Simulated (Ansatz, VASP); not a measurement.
## Two plane-wave programs on Te

INCAR

```
SYSTEM = Te
ALGO     = Normal         ! electronic algorithm
EDIFF    = 1E-7           ! SCF threshold, eV
ENCUT    = 520            ! plane-wave cutoff, eV
GGA      = PE             ! functional
ISIF     = 2              ! what is computed and relaxed
ISMEAR   = -1             ! smearing method
LASPH    = .TRUE.         ! aspherical terms in the spheres
LCHARG   = .TRUE.         ! write CHGCAR
LELF     = .TRUE.         ! ELF
LREAL    = .FALSE.        ! projectors in reciprocal space
LVHAR    = .TRUE.       
LWAVE    = .FALSE.        ! write WAVECAR
NBANDS   = 16             ! bands
NELM     = 100            ! most SCF steps
PREC     = Accurate       ! precision mode
SIGMA    = 0.1            ! smearing width, eV
```

The input KPOINTS:

```
k-points
0
G
  7 7 9
  0 0 0
```

POSCAR

```
Te
1.0
    4.8437152314      0.0000000000      0.0000000000
   -2.4218576157      4.1947804390      0.0000000000
    0.0000000000      0.0000000000      2.9145845220
Te
3
Direct
    0.0000000000      0.0000000000      0.0000000000
    0.3333333333      0.6666666667      0.5000000000
    0.6666666667      0.3333333333      0.5000000000
```

Input for Ansatz:

```yaml
crystal:
  lattice:
    - [4.8437152314, 0.0, 0.0]
    - [-2.4218576157, 4.194780439, 0.0]
    - [0.0, 0.0, 2.914584522]
  atoms:
    - { symbol: Te, position: [0.0, 0.0, 0.0] }
    - { symbol: Te, position: [0.3333333333, 0.6666666667, 0.5] }
    - { symbol: Te, position: [0.6666666667, 0.3333333333, 0.5] }
kpoints:
  mp_grid: { grid: [7, 7, 9] }
scf:
  occupations: { method: fermi_dirac, width: 0.1 }
hamiltonian:
  xc: pbe
  pseudopotentials: { kind: paw }
output:
  forces: true
  stress: true
  eigenvalues: true
  populations: true
```

Change from the starting cell: volume scaled by 0.68, PAW files.

Alike in both runs: task single point; functional PBE; k mesh 7 × 7 × 9; occupations fermi-dirac, width 0.1 eV; no spin polarisation.

|  | VASP | Ansatz |
| --- | --- | --- |
| version | VASP 6.6.1 | Ansatz 0.2.0 |
| potentials or method | VASP PAW PBE potentials, release 64 (Te) | PAW with Ansatz's default frozen-core files, scalar-relativistic |
| plane-wave cutoff (eV) | 520 | 420 |
| valence electrons in the cell | 18 | 48 |

|  | VASP | Ansatz | Ansatz less VASP |
| --- | --- | --- | --- |
| pressure (GPa) | 50.8 | 50.8 | -0.07 |
| traceless stress, the component that is largest in VASP (GPa) | -0.22 | -0.23 | -0.008 |

Both programs put the cell under a high pressure, so it lies far from rest at this level. The functional is the same, so the differences come from potentials, cutoffs and numerics. VASP's potentials hold 18 valence electrons a cell and Ansatz's 48, so a difference there can come from the potentials and not from the codes.

Neither program's run includes spin-orbit coupling.
